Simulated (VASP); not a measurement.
# Al2Au (Fm-3m) in VASP: further runs

Al2Au is run at these levels: PBE; tasks: single point.

Everything below comes from runs of VASP 6.6.1. Logs are shortened: lines on timing, memory, paths and dates and some standing lists are left out, and cuts for length are marked.

**1. The cell of the first run**

It takes space group Fm-3m (No. 225, cubic). Conventional cell: a = 6.000 Å, b = 6.000 Å, c = 6.000 Å, α = 90.00°, β = 90.00°, γ = 90.00°. Al (site symmetry -43m) has 4 Au at 2.60 Å and 6 Al at 3.00 Å within 3.4 Å. Au (site symmetry m-3m) has 8 Al at 2.60 Å within 3.4 Å.

**2. Single point, PBE**

The input, INCAR:

```
PREC = Accurate
ENCUT = 520
EDIFF = 1E-7
ISMEAR = 0
SIGMA = 0.1
LREAL = F
LASPH = T
NELM = 80
ALGO = Fast
ISIF = 2
LWAVE = F
LCHARG = T
GGA = PE
LELF = T
LVHAR = T
NBANDS = 16
```

The input, KPOINTS:

```
regular mesh
0
Gamma
  12 12 12
```

The input, POSCAR:

```
Al2Au
1.0
    0.0000000000      3.0000000000      3.0000000000
    3.0000000000      0.0000000000      3.0000000000
    3.0000000000      3.0000000000      0.0000000000
Al Au
2 1
Direct
    0.2500000000      0.2500000000      0.2500000000
    0.7500000000      0.7500000000      0.7500000000
    0.0000000000      0.0000000000      0.0000000000
```

Potentials or basis: VASP PAW PBE potentials, release 64 (Al, Au).

On the command line:

```
$ cat potpaw_PBE.64/Al/POTCAR potpaw_PBE.64/Au/POTCAR > POTCAR
$ mpirun -np 1 vasp_std > vasp.out
```

OUTCAR:

```text
PREC = Accurate
   ENCUT = 520
   EDIFF = 1E-7
   ISMEAR = 0
   LREAL = F
   LASPH = T
   NELM = 80
   ISIF = 2
   GGA = PE

 ion  position               nearest neighbor table
   1  0.250  0.250  0.250-   3 2.60   3 2.60   3 2.60   3 2.60   2 3.00   2 3.00   2 3.00   2 3.00
                             2 3.00   2 3.00
   2  0.750  0.750  0.750-   3 2.60   3 2.60   3 2.60   3 2.60   1 3.00   1 3.00   1 3.00   1 3.00
                             1 3.00   1 3.00
   3  0.000  0.000  0.000-   2 2.60   2 2.60   2 2.60   1 2.60   2 2.60   1 2.60   1 2.60   1 2.60

  LATTYP: Found a face centered cubic cell.
 ALAT       =     6.0000000000

  Lattice vectors:

 A1 = (   0.0000000000,   3.0000000000,   3.0000000000)
 A2 = (   3.0000000000,   0.0000000000,   3.0000000000)
 A3 = (   3.0000000000,   3.0000000000,   0.0000000000)

Analysis of symmetry for initial positions (statically):
=====================================================================
 Subroutine PRICEL returns:
 Original cell was already a primitive cell.

 Routine SETGRP: Setting up the symmetry group for a
 face centered cubic supercell.

 Subroutine GETGRP returns: Found 48 space group operations
 (whereof 48 operations were pure point group operations)
 out of a pool of 48 trial point group operations.

The static configuration has the point symmetry O_h .

Analysis of symmetry for dynamics (positions and initial velocities):
=====================================================================
 Subroutine PRICEL returns:
 Original cell was already a primitive cell.

 Routine SETGRP: Setting up the symmetry group for a
 face centered cubic supercell.

 Subroutine GETGRP returns: Found 48 space group operations
 (whereof 48 operations were pure point group operations)
 out of a pool of 48 trial point group operations.

The dynamic configuration has the point symmetry O_h .

 Subroutine INISYM returns: Found 48 space group operations
 (whereof 48 operations are pure point group operations),
 and found     1 'primitive' translations

----------------------------------------------------------------------------------------

                                     Primitive cell

[... 89 lines left out ...]
   LASPH  =      T    aspherical Exc in radial PAW
   ENCUT  =  520.0 eV  38.22 Ry    6.18 a.u.   7.89  7.89  7.89*2*pi/ulx,y,z
   NELM   =     80;   NELMIN=  2; NELMDL= -5     # of ELM steps
   EDIFF  = 0.1E-06   stopping-criterion for ELM
   LREAL  =      F    real-space projection
   EDIFFG = 0.1E-05   stopping-criterion for IOM
   NSW    =      0    number of steps for IOM
   IBRION =     -1    ionic relax: 0-MD 1-quasi-New 2-CG
   NFREE  =      0    steps in history (QN), initial steepest desc. (CG)
   ISIF   =      2    stress and relaxation
   ISYM   =      2    0-nonsym 1-usesym 2-fastsym
   POTIM  = 0.5000    time-step for ionic-motion
   TEBEG  =    0.0;   TEEND  =   0.0 temperature during run
   PSTRESS=    0.0 pullay stress
   NELECT =      17.0000    total number of electrons
   NUPDOWN=      -1.0000    fix difference up-down
   EMIN   =  10.00;   EMAX   =-10.00  energy-range for DOS
   EFERMI =   0.00;   METHOD = LEGACY
   ISMEAR =     0;   SIGMA  =   0.10  broadening in eV -4-tet -1-fermi 0-gaus
   EFERMI_NEDOS =   21; number of points for ismear=-14 and -15
   IALGO  =     68    algorithm
   IMIX   =      4    mixing-type and parameters
     AMIX     =   0.40;   BMIX     =  1.00
     AMIX_MAG =   1.60;   BMIX_MAG =  1.00
  volume/ion in A,a.u.               =      18.00       121.47
  Fermi-wavevector in a.u.,A,eV,Ry     =   1.113679  2.104547 16.875035  1.240280
  Thomas-Fermi vector in A             =   2.250266
   LORBIT       =      0    0 simple, 1 ext, 2 COOP (PROOUT), +10 PAW based schemes
   GGA     = PE    functional components
   LHFCALC =     F    Hartree Fock is set to
   AEXX    =    0.0000 exact exchange contribution
   IVDW    =     0    specifies the selected vdW correction
   LEPSILON=     F    determine dielectric tensor
   LRPA    =     F    only Hartree local field effects (RPA)
 non-spin polarized calculation
 RMM-DIIS sequential band-by-band and
 Gauss-broadening in eV      SIGMA  =   0.10
  energy-cutoff  :      520.00
  volume of cell :       54.00
 maximum number of plane-waves:      1475
   NGX = 15   NGY = 15   NGZ = 15

 number of electron      17.0000001 magnetization

 Free energy of the ion-electron system (eV)
  ---------------------------------------------------
  ext. energy  EPLUGINS =         0.00000000
  ---------------------------------------------------
  free energy    TOTEN  =       -12.00911892 eV

  energy without entropy =      -12.00437638  energy(sigma->0) =      -12.00674765

 E-fermi :   7.8069     XC(G=0): -10.5260

 val. band max:        7.7848733267   @ k =   0.2500   0.1667   0.0833
 cond. band min:       7.8307052085   @ k =  -0.2500   0.0833   0.0000
 fundamental gap:      0.0458318818
 Fermi energy:         7.8069402965

 k-point     1 :       0.0000    0.0000    0.0000
  band No.  band energies     occupation
      1      -2.7553      2.00000
      2       1.1961      2.00000
      3       1.1961      2.00000
      4       1.1961      2.00000
      5       2.1535      2.00000
      6       2.1535      2.00000
[... 433 lines left out ...]
      3       1.5583      2.00000
      4       1.5763      2.00000
      5       2.2134      2.00000
      6       2.2164      2.00000
[... 8 lines left out ...]
     15      16.0432      0.00000
     16      16.5818      0.00000

 [... further k-points ...]

------------------------ aborting loop because EDIFF is reached ----------------------------------------

  FORCE on cell =-STRESS in cart. coord.  units (eV):
  Direction    XX          YY          ZZ          XY          YZ          ZX
  --------------------------------------------------------------------------------------
  -------------------------------------------------------------------------------------
  Total        1.0667096      1.0667096      1.0667096      0.0000000     -0.0000000      0.0000000
  in kB       31.6492220     31.6492220     31.6492220      0.0000000     -0.0000000      0.0000000
  external PRESSURE =      31.6492220 kB  Pullay stress =       0.0000000 kB

 VOLUME and BASIS-vectors are now :
 -----------------------------------------------------------------------------
  energy-cutoff  :      520.00
  volume of cell :       54.00
      direct lattice vectors                 reciprocal lattice vectors
     0.000000000  3.000000000  3.000000000    -0.166666667  0.166666667  0.166666667
     3.000000000  0.000000000  3.000000000     0.166666667 -0.166666667  0.166666667
     3.000000000  3.000000000  0.000000000     0.166666667  0.166666667 -0.166666667

 POSITION                                       TOTAL-FORCE (eV/Angst)
 -----------------------------------------------------------------------------------
      1.50000      1.50000      1.50000         0.000000     -0.000000     -0.000000
      4.50000      4.50000      4.50000        -0.000000      0.000000      0.000000
      0.00000      0.00000      0.00000        -0.000000     -0.000000      0.000000
 -----------------------------------------------------------------------------------
    total drift:                                0.000000     -0.000000      0.000000

  FREE ENERGIE OF THE ION-ELECTRON SYSTEM (eV)
  ---------------------------------------------------
  free  energy   TOTEN  =       -12.0091189191 eV

  energy  without entropy=      -12.0043763820  energy(sigma->0) =      -12.00674765
```

Run time: 46 s. Hardware: 1 thread of Intel Xeon 6975P-C, shared host; peak memory 0.22 GiB.

Results:

- Free energy: -12.0091 eV
- Pressure: 3.2 GPa

Levels at points of the mesh, in eV from the Fermi level:
```
           k point  band 6  band 7  band 8  band 9  band 10  band 11  band 12  band 13
(0.00, 0.00, 0.00)   -5.65    2.23    2.95    2.95     2.95     3.90     3.90     3.90
(0.50, 0.00, 0.00)   -5.53   -5.46    0.35    0.35     3.28     3.59     3.80     3.80
(0.50, 0.50, 0.00)   -5.35   -5.03   -2.12   -2.12     1.25     2.09     7.63     9.81
```

Caveat: spin-orbit coupling is left out, which moves the levels of the heavy elements.

**3. Single point, PBE**

This run uses another cell than the first one, of 18.55 Å³/atom, 1.031 times its volume.

The input, INCAR:

```
SYSTEM = Al2Au
  PREC = Accurate
  ENCUT = 520
  EDIFF = 1E-6
  ISMEAR = 0
  SIGMA = 0.1
  LREAL = .False.
  LASPH = .True.
  NELM = 80
  ALGO = Normal
  ISIF = 2
  LWAVE = .False.
  LCHARG = .False.
  GGA = PE
  NBANDS = 16
```

The input, KPOINTS:

```
Automatic mesh
0
Gamma
  12 12 12
  0 0 0
```

The input, POSCAR:

```
Al2Au
1.0
    0.0000000000      3.0303902179      3.0303902179
    3.0303902179      0.0000000000      3.0303902179
    3.0303902179      3.0303902179      0.0000000000
Al Au
2 1
Direct
    0.2500000000      0.2500000000      0.2500000000
    0.7500000000      0.7500000000      0.7500000000
    0.0000000000      0.0000000000      0.0000000000
```

Potentials or basis: VASP PAW PBE potentials, release 64 (Al, Au).

On the command line:

```
$ cat potpaw_PBE.64/Al/POTCAR potpaw_PBE.64/Au/POTCAR > POTCAR
$ mpirun -np 1 vasp_std > vasp.out
```

Wall time 42 s (1 thread of Intel Xeon 6975P-C, shared host); peak memory 0.21 GiB.

It converged, with:

| Item | Value |
| --- | --- |
| Free energy | -12.0242 eV |
| Pressure | -0.2 GPa |

Levels at points of the mesh, in eV from the Fermi level:
```tsv
k point	band 7	band 8	band 9	band 10	band 11	band 12
(0.00, 0.00, 0.00)	2.02	2.94	2.94	2.94	3.77	3.77
(0.50, 0.00, 0.00)	-5.35	0.37	0.37	3.22	3.35	3.71
(0.50, 0.50, 0.00)	-4.93	-2.05	-2.05	1.08	2.07	7.62
```

Caveat: spin-orbit coupling is left out, which moves the levels of the heavy elements.

**4. Single point, PBE (volume scaled by 1.03)**

The input, INCAR:

```
PREC = Accurate
ENCUT = 520
EDIFF = 1E-6
ISMEAR = 0
SIGMA = 0.1
LREAL = F
LASPH = T
NELM = 60
ALGO = Fast
ISIF = 2
LWAVE = F
LCHARG = T
GGA = PE
LELF = T
LVHAR = T
NBANDS = 16
```

The input, KPOINTS:

```
Automatic mesh
0
Gamma
  12 12 12
```

The input, POSCAR:

```
Al2Au
1.0
    0.0000000000      3.0603960329      3.0603960329
    3.0603960329      0.0000000000      3.0603960329
    3.0603960329      3.0603960329      0.0000000000
Al Au
2 1
Direct
    0.2500000000      0.2500000000      0.2500000000
    0.7500000000      0.7500000000      0.7500000000
    0.0000000000      0.0000000000      0.0000000000
```

On the command line:

```
$ cat potpaw_PBE.64/Al/POTCAR potpaw_PBE.64/Au/POTCAR > POTCAR
$ mpirun -np 1 vasp_std > vasp.out
```

It took 43 s on 1 thread of Intel Xeon 6975P-C, shared host; peak memory 0.22 GiB.

The run converged. Its results:

- Free energy: -12.0070 eV
- Pressure: -3.1 GPa

Levels at points of the mesh, in eV from the Fermi level:
| k point | band 6 | band 7 | band 8 | band 9 | band 10 | band 11 | band 12 | band 13 |
| --- | --- | --- | --- | --- | --- | --- | --- | --- |
| (0.00, 0.00, 0.00) | -5.39 | 1.81 | 2.93 | 2.93 | 2.93 | 3.64 | 3.64 | 3.64 |
| (0.50, 0.00, 0.00) | -5.29 | -5.24 | 0.38 | 0.38 | 3.13 | 3.16 | 3.62 | 3.62 |
| (0.50, 0.50, 0.00) | -5.12 | -4.83 | -1.98 | -1.98 | 0.91 | 2.06 | 7.60 | 9.30 |

Caveat: the cell differs from its parent crystal (volume scaled by 1.03); spin-orbit coupling is left out, which moves the levels of the heavy elements.

[end of part 1 of 2]
